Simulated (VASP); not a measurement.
# BaIr2C2 (I4/mmm) in VASP: single point with HSE06

Aim: the single point of BaIr2C2 with HSE06.

Program: VASP 6.6.1. These are calculated values, not measurements. Logs are shortened: lines on timing, memory, paths and dates and some standing lists are left out, and cuts for length are marked.

### 1 The cell of the first run

It takes space group I4/mmm (No. 139, tetragonal). Conventional cell: a = 3.710 Å, b = 3.710 Å, c = 11.820 Å, α = 90.00°, β = 90.00°, γ = 90.00°. C (site symmetry 4mm) has 4 Ir at 2.21 Å within 2.9 Å. Within 2.9 Å of Ir (site symmetry -4m2) lie 4 C at 2.21 Å and 4 Ir at 2.62 Å. Ba (site symmetry 4/mmm) has 8 C at 3.15 Å and 8 Ir at 3.49 Å and 4 Ba at 3.71 Å within 4.1 Å.

### 2 Single point, HSE06, collinear spin, antiferromagnetic start

The input, POSCAR:

```
BaIr2C2
1.0
    0.0000000000      3.7100509900      0.0000000000
    3.7100509900      0.0000000000      0.0000000000
    1.8550255000      1.8550255000     -5.9101328700
C Ir Ba
2 2 1
Direct
    0.3523000000      0.3523000000      0.2954000000
    0.6477000000      0.6477000000      0.7046000000
    0.7500000000      0.2500000000      0.5000000000
    0.2500000000      0.7500000000      0.5000000000
    0.0000000000      0.0000000000      0.0000000000
```

The input, INCAR.step1:

```
  PREC = Accurate
  ENCUT = 520
  EDIFF = 1E-5
  ISMEAR = 0
  SIGMA = 0.013
  LREAL = False
  LASPH = True
  NELM = 150
  ALGO = Normal
  ISIF = 2
  LWAVE = True
  LCHARG = False
  ISPIN = 2
  MAGMOM = 0 0 1 -1 0
  LORBIT = 11
  LMAXMIX = 4
  GGA = PE
  NBANDS = 30
  ISYM = 0
```

The input, INCAR.step2:

```
  PREC = Accurate
  ENCUT = 520
  EDIFF = 1E-6
  ISMEAR = 0
  SIGMA = 0.013
  LREAL = False
  LASPH = True
  NELM = 150
  ALGO = Normal
  ISIF = 2
  LWAVE = False
  LCHARG = False
  ISPIN = 2
  MAGMOM = 0 0 1 -1 0
  LORBIT = 11
  LMAXMIX = 4
  GGA = PE
  LHFCALC = True
  HFSCREEN = 0.2079
  PRECFOCK = Fast
  ISTART = 1
  NBANDS = 30
  ISYM = 0
```

The input, KPOINTS:

```
Automatic mesh
0
Gamma
  3 3 2
```

Potentials or basis: VASP PAW PBE potentials, release 64 (C, Ir, Ba_sv).

Started as:

```console
> cat potpaw_PBE.64/C/POTCAR potpaw_PBE.64/Ir/POTCAR potpaw_PBE.64/Ba_sv/POTCAR > POTCAR
> cp INCAR.step1 INCAR
> mpirun -np 1 vasp_std > vasp.out
> cp INCAR.step2 INCAR
> mpirun -np 1 vasp_std > vasp.out
```

OUTCAR:

```text
PREC = Accurate
   ENCUT = 520
   EDIFF = 1E-6
   ISMEAR = 0
   LREAL = False
   LASPH = True
   NELM = 150
   ISIF = 2
   ISPIN = 2
   LORBIT = 11
   GGA = PE
   LHFCALC = True
   HFSCREEN = 0.2079
   PRECFOCK = Fast
   ISTART = 1
   ISYM = 0

 ion  position               nearest neighbor table
   1  0.352  0.352  0.295-   4 2.21   3 2.21   3 2.21   4 2.21   5 3.15   5 3.15   5 3.15   5 3.15

   2  0.648  0.648  0.705-   4 2.21   3 2.21   3 2.21   4 2.21   5 3.15   5 3.15   5 3.15   5 3.15

   3  0.750  0.250  0.500-   1 2.21   2 2.21   2 2.21   1 2.21   4 2.62   4 2.62   4 2.62   4 2.62
                             5 3.49   5 3.49   5 3.49   5 3.49
   4  0.250  0.750  0.500-   1 2.21   2 2.21   2 2.21   1 2.21   3 2.62   3 2.62   3 2.62   3 2.62
                             5 3.49   5 3.49   5 3.49   5 3.49
   5  0.000  0.000  0.000-   2 3.15   1 3.15   2 3.15   1 3.15   1 3.15   2 3.15   2 3.15   1 3.15
                             3 3.49   4 3.49   4 3.49   3 3.49   4 3.49   3 3.49   4 3.49   3 3.49

IMPORTANT INFORMATION: All symmetrisations will be switched off!
NOSYMM: (Re-)initialisation of all symmetry stuff for point group C_1.

----------------------------------------------------------------------------------------

                                     Primitive cell

  volume of cell :      81.3499

  direct lattice vectors                    reciprocal lattice vectors
     0.000000000  3.710050990  0.000000000     0.000000000  0.269538074  0.084600467
     3.710050990  0.000000000  0.000000000     0.269538074  0.000000000  0.084600467
     1.855025500  1.855025500 -5.910132870     0.000000000  0.000000000 -0.169200934

  length of vectors
     3.710050990  3.710050990  6.466212937     0.282503120  0.282503120  0.169200934

  position of ions in fractional coordinates (direct lattice)
     0.352300000  0.352300000  0.295400000
     0.647700000  0.647700000  0.704600000
     0.750000000  0.250000000  0.500000000
     0.250000000  0.750000000  0.500000000
     0.000000000  0.000000000  0.000000000

  ion indices of the primitive-cell ions
   primitive index   ion index
                 1           1
                 2           2
                 3           3
                 4           4
                 5           5

----------------------------------------------------------------------------------------

 KPOINTS: Automatic mesh

Automatic generation of k-mesh.
 Grid dimensions read from file:
 generate k-points for:    3    3    2

 Generating k-lattice:

  Cartesian coordinates                     Fractional coordinates (reciprocal lattice)
     0.000000000  0.089846025  0.028200156     0.333333333  0.000000000 -0.000000000
     0.089846025  0.000000000  0.028200156     0.000000000  0.333333333 -0.000000000
     0.000000000  0.000000000 -0.084600467     0.000000000  0.000000000  0.500000000

  Length of vectors
     0.094167707  0.094167707  0.084600467

  Shift w.r.t. Gamma in fractional coordinates (k-lattice)
     0.000000000  0.000000000  0.000000000

 -----------------------------------------------------------------------------
|                                                                             |
|           W    W    AA    RRRRR   N    N  II  N    N   GGGG   !!!           |
|           W    W   A  A   R    R  NN   N  II  NN   N  G    G  !!!           |
|           W    W  A    A  R    R  N N  N  II  N N  N  G       !!!           |
|           W WW W  AAAAAA  RRRRR   N  N N  II  N  N N  G  GGG   !            |
|           WW  WW  A    A  R   R   N   NN  II  N   NN  G    G                |
|           W    W  A    A  R    R  N    N  II  N    N   GGGG   !!!           |
|                                                                             |
|     Your reciprocal lattice and k-lattice belong to different lattice       |
|     classes:                                                                |
|                                                                             |
|        The reciprocal lattice is body-centered tetragonal,                  |
|        whereas your k-lattice is base-centered monoclinic.                  |
|                                                                             |
|     Results are often still useful ...                                      |
|                                                                             |
 -----------------------------------------------------------------------------

 WARNING: IBZKPT: internal override: KBLOWUP is changed to .FALSE.
      ... skipping the blow-up phase ...

 Subroutine IBZKPT returns following result:
 ===========================================

 Found     10 irreducible k-points:

 Following reciprocal coordinates:
            Coordinates               Weight
  0.000000  0.000000  0.000000      1.000000
  0.333333  0.000000  0.000000      2.000000
  0.000000  0.333333  0.000000      2.000000
  0.333333  0.333333  0.000000      2.000000
 -0.333333  0.333333  0.000000      2.000000
  0.000000  0.000000  0.500000      1.000000
  0.333333  0.000000  0.500000      2.000000
  0.000000  0.333333  0.500000      2.000000
  0.333333  0.333333  0.500000      2.000000
 -0.333333  0.333333  0.500000      2.000000
   k-points           NKPTS =     10   k-points in BZ     NKDIM =     18   number of bands    NBANDS=     30
   number of dos      NEDOS =    301   number of ions     NIONS =      5
   total plane-waves  NPLWV =  37632
   dimension x,y,z NGX =    28 NGY =   28 NGZ =   48
   dimension x,y,z NGXF=    56 NGYF=   56 NGZF=   96
   ions per type =               2   2   1
   NGX,Y,Z   is equivalent  to a cutoff of  12.55, 12.55, 12.34 a.u.
   NGXF,Y,Z  is equivalent  to a cutoff of  25.09, 25.09, 24.68 a.u.
 SYSTEM =  unknown system
   PREC   = accura    normal or accurate (medium, high low for compatibility)
   ISTART =      1    job   : 0-new  1-cont  2-samecut
   ICHARG =      0    charge: 1-file 2-atom 10-const
   ISPIN  =      2    spin polarized calculation?
   LNONCOLLINEAR =      F non collinear calculations
   LSORBIT =      F    spin-orbit coupling
   LASPH  =      T    aspherical Exc in radial PAW
   ENCUT  =  520.0 eV  38.22 Ry    6.18 a.u.   6.90  6.90 12.02*2*pi/ulx,y,z
   NELM   =    150;   NELMIN=  2; NELMDL=  0     # of ELM steps
   EDIFF  = 0.1E-05   stopping-criterion for ELM
   LREAL  =      F    real-space projection
   EDIFFG = 0.1E-04   stopping-criterion for IOM
   NSW    =      0    number of steps for IOM
   IBRION =     -1    ionic relax: 0-MD 1-quasi-New 2-CG
   NFREE  =      0    steps in history (QN), initial steepest desc. (CG)
   ISIF   =      2    stress and relaxation
   ISYM   =      0    0-nonsym 1-usesym 2-fastsym
   POTIM  = 0.5000    time-step for ionic-motion
   TEBEG  =    0.0;   TEEND  =   0.0 temperature during run
   PSTRESS=    0.0 pullay stress
   NELECT =      36.0000    total number of electrons
   NUPDOWN=      -1.0000    fix difference up-down
   EMIN   =  10.00;   EMAX   =-10.00  energy-range for DOS
   EFERMI =   0.00;   METHOD = LEGACY
   ISMEAR =     0;   SIGMA  =   0.01  broadening in eV -4-tet -1-fermi 0-gaus
   EFERMI_NEDOS =   21; number of points for ismear=-14 and -15
   IALGO  =     38    algorithm
   IMIX   =      1    mixing-type and parameters
     AMIX     =   0.40;   BMIX     =  1.00
     AMIX_MAG =   1.60;   BMIX_MAG =  1.00
  volume/ion in A,a.u.               =      16.27       109.80
  Fermi-wavevector in a.u.,A,eV,Ry     =   1.247546  2.357521 21.175723  1.556372
  Thomas-Fermi vector in A             =   2.381674
   LORBIT       =     11    0 simple, 1 ext, 2 COOP (PROOUT), +10 PAW based schemes
   GGA     = PE    functional components
   LHFCALC =     T    Hartree Fock is set to
   PRECFOCK=fast      Normal, Fast or Accurate (Low or Medium for compatibility)
   ENCUT4O =  -1.0   cutoff for four orbital integrals eV
   NKREDX  =     1    reduce k-point grid by
   NKREDY  =     1    reduce k-point grid by
   NKREDZ  =     1    reduce k-point grid by
   AEXX    =    0.2500 exact exchange contribution
   HFSCREEN=    0.2079 screening length (either q_TF or 0.3 A-1)
   HFSCREENC=   0.2079 screening length for correlation (either q_TF or 0.3 A-1)
   ENCUTFOCK=  -1.0 apply spherical cutoff to Coloumb kernel
   IVDW    =     0    specifies the selected vdW correction
   LEPSILON=     F    determine dielectric tensor
   LRPA    =     F    only Hartree local field effects (RPA)
 spin polarized calculation
 Gauss-broadening in eV      SIGMA  =   0.01
  energy-cutoff  :      520.00
  volume of cell :       81.35
 maximum number of plane-waves:      2204
  NGX = 16; NGY = 16; NGZ = 28

 number of electron      36.0000002 magnetization      -0.1110618

 Free energy of the ion-electron system (eV)
  ---------------------------------------------------
  ext. energy  EPLUGINS =         0.00000000
  ---------------------------------------------------
  free energy    TOTEN  =       -41.70981110 eV

  energy without entropy =      -41.70981110  energy(sigma->0) =      -41.70981110

 E-fermi :   6.4855     XC(G=0):  -9.3676

 val. band max:        6.4268842864   @ k =  -0.3333   0.3333   0.5000
 cond. band min:       6.6255502232   @ k =   0.0000   0.0000   0.5000
 fundamental gap:      0.1986659367
 Fermi energy:         6.4854942023

 spin component 1

 k-point     1 :       0.0000    0.0000    0.0000
  band No.  band energies     occupation
      1     -24.0988      1.00000
      2      -8.7888      1.00000
      3      -8.4839      1.00000
      4      -7.7539      1.00000
      5      -7.7495      1.00000
      6      -6.6425      1.00000
[... 22 lines left out ...]
     29      14.6765      0.00000
     30      15.3753      0.00000

 k-point     2 :       0.3333    0.0000    0.0000
  band No.  band energies     occupation
      1     -23.9908      1.00000
      2      -9.1944      1.00000
      3      -8.5205      1.00000
      4      -7.6245      1.00000
      5      -7.0048      1.00000
      6      -6.5836      1.00000
[... 256 lines left out ...]
 k-point    10 :      -0.3333    0.3333    0.5000
  band No.  band energies     occupation
      1     -23.8892      1.00000
      2      -8.7917      1.00000
      3      -8.6230      1.00000
      4      -8.3113      1.00000
      5      -6.7857      1.00000
      6      -6.3781      1.00000
[... 22 lines left out ...]
     29      14.9749      0.00000
     30      15.8565      0.00000
 Fermi energy:         6.4854942023

 spin component 2

 k-point     1 :       0.0000    0.0000    0.0000
  band No.  band energies     occupation
      1     -24.1043      1.00000
      2      -8.7948      1.00000
      3      -8.5128      1.00000
      4      -7.7648      1.00000
      5      -7.7641      1.00000
      6      -6.6746      1.00000
[... 22 lines left out ...]
     29      14.6358      0.00000
     30      15.3548      0.00000

 k-point     2 :       0.3333    0.0000    0.0000
  band No.  band energies     occupation
      1     -23.9959      1.00000
      2      -9.2126      1.00000
      3      -8.5263      1.00000
      4      -7.6355      1.00000
      5      -7.0290      1.00000
      6      -6.6109      1.00000
[... 256 lines left out ...]
 k-point    10 :      -0.3333    0.3333    0.5000
  band No.  band energies     occupation
      1     -23.8940      1.00000
      2      -8.8092      1.00000
      3      -8.6331      1.00000
      4      -8.3154      1.00000
      5      -6.8100      1.00000
      6      -6.4017      1.00000
[... 22 lines left out ...]
     29      14.9506      0.00000
     30      15.8427      0.00000

------------------------ aborting loop because EDIFF is reached ----------------------------------------

  FORCE on cell =-STRESS in cart. coord.  units (eV):
  Direction    XX          YY          ZZ          XY          YZ          ZX
  --------------------------------------------------------------------------------------
  -------------------------------------------------------------------------------------
  Total       -2.6851793     -2.6851805     -4.9760534     -0.3522529      0.0165946      0.0165937
  in kB      -52.8843139    -52.8843363    -98.0028294     -6.9375832      0.3268289      0.3268103
  external PRESSURE =     -67.9238266 kB  Pullay stress =       0.0000000 kB

 VOLUME and BASIS-vectors are now :
 -----------------------------------------------------------------------------
  energy-cutoff  :      520.00
  volume of cell :       81.35
      direct lattice vectors                 reciprocal lattice vectors
     0.000000000  3.710050990  0.000000000     0.000000000  0.269538074  0.084600467
     3.710050990  0.000000000  0.000000000     0.269538074  0.000000000  0.084600467
     1.855025500  1.855025500 -5.910132870     0.000000000  0.000000000 -0.169200934

 POSITION                                       TOTAL-FORCE (eV/Angst)
 -----------------------------------------------------------------------------------
      1.85503      1.85503     -1.74585         0.021332      0.021333     -2.795286
      3.71005      3.71005     -4.16428        -0.021332     -0.021333      2.795286
      1.85503      3.71005     -2.95507         0.003334     -0.003333     -0.000001
      3.71005      1.85503     -2.95507        -0.003335      0.003332      0.000001
      0.00000      0.00000      0.00000         0.000000      0.000000     -0.000000
 -----------------------------------------------------------------------------------
    total drift:                               -0.000000     -0.000000     -0.000000

  FREE ENERGIE OF THE ION-ELECTRON SYSTEM (eV)
  ---------------------------------------------------
  free  energy   TOTEN  =       -41.7098111033 eV

  energy  without entropy=      -41.7098111033  energy(sigma->0) =      -41.70981110

 total charge

# of ion       s       p       d       tot
------------------------------------------
    1        0.902   1.267   0.000   2.169
    2        0.902   1.267   0.000   2.169
    3        0.669   0.721   7.181   8.571
    4        0.669   0.721   7.181   8.571
    5        2.004   5.608   0.330   7.943
--------------------------------------------------
tot          5.145   9.585  14.692  29.422

 magnetization (x)

# of ion       s       p       d       tot
------------------------------------------
    1       -0.001  -0.003   0.000  -0.005
    2       -0.001  -0.003   0.000  -0.005
    3        0.000  -0.008  -0.023  -0.030
    4        0.000  -0.008  -0.023  -0.030
    5       -0.000  -0.000  -0.008  -0.009
--------------------------------------------------
tot         -0.002  -0.022  -0.054  -0.078
```

It took 25 min on 1 thread of Intel Xeon Platinum 8259CL at 2.50GHz (Skylake/Cascade Lake), shared host; peak memory 0.36 GiB.

Results:

| Quantity | Value |
| --- | --- |
| Free energy | -41.7098 eV |
| Pressure | -6.8 GPa |
| Largest force | 2.795 eV/Å |
| Net moment | -0.11 μB per cell |
| Site moments | C -0.01; Ir -0.03; Ba -0.01 μB |
| Valence electrons inside the program's atomic spheres | C 2.17; Ir 8.57; Ba 7.94 |

Forces on the atoms (eV/Å):
```
C    0.021  0.021 -2.795
C   -0.021 -0.021  2.795
Ir   0.003 -0.003  0.000
Ir  -0.003  0.003  0.000
Ba   0.000  0.000  0.000
```

Levels at points of the mesh, in eV from the Fermi level:
Spin up:
```csv
k point,band 14,band 15,band 16,band 17,band 18,band 19,band 20,band 21,band 22,band 23
"(0.00, 0.00, 0.00)",-2.64,-2.30,-0.46,-0.43,-0.41,0.77,1.92,2.25,2.43,3.53
"(0.00, 0.00, 0.50)",-3.02,-0.97,-0.60,-0.46,0.18,0.19,1.94,2.43,3.56,3.57
```
Spin down:
| k point | band 14 | band 15 | band 16 | band 17 | band 18 | band 19 | band 20 | band 21 | band 22 | band 23 |
| --- | --- | --- | --- | --- | --- | --- | --- | --- | --- | --- |
| (0.00, 0.00, 0.00) | -2.65 | -2.33 | -0.56 | -0.46 | -0.43 | 0.76 | 1.88 | 2.19 | 2.43 | 3.52 |
| (0.00, 0.00, 0.50) | -3.03 | -1.04 | -0.61 | -0.56 | 0.14 | 0.17 | 1.94 | 2.43 | 3.54 | 3.55 |

Caveat: the k points lie up to 0.59 Å⁻¹ apart; the PAW data sets were made with another functional, which shifts forces and pressure a little; spin-orbit coupling is left out, which moves the levels of the heavy elements.
